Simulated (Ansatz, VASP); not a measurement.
# One calculation of BiIr, two programs

```
Ir Bi
1.0
     0.00000    2.81254    2.81254
     2.81254    0.00000    2.81254
     2.81254    2.81254    0.00000
Ir Bi
1 1
Direct
  0.00000 0.00000 0.00000
  0.50000 0.50000 0.50000
```

Alike in both runs: functional PBE; k mesh 12 × 12 × 12; occupations fermi-dirac, width 0.08 eV; no spin polarisation.

Ansatz relaxed the structure, and its values are those at the end. VASP's run is a single point on that final structure, the one shown.

|  | VASP | Ansatz |
| --- | --- | --- |
| version | VASP 6.6.1 | Ansatz 0.2.0 |
| potentials or method | VASP PAW PBE potentials, release 64 (Ir, Bi_d) | PAW with Ansatz's default frozen-core files, scalar-relativistic |
| plane-wave cutoff (eV) | 520 | 420 |
| valence electrons in the cell | 24 | 32 |

```tsv
	VASP	Ansatz	Ansatz less VASP
pressure (GPa)	0.1	0.0	-0.03
```

VASP's potentials hold 24 valence electrons a cell and Ansatz's 32, so a difference there can come from the potentials and not from the codes.

Neither program's run includes spin-orbit coupling.
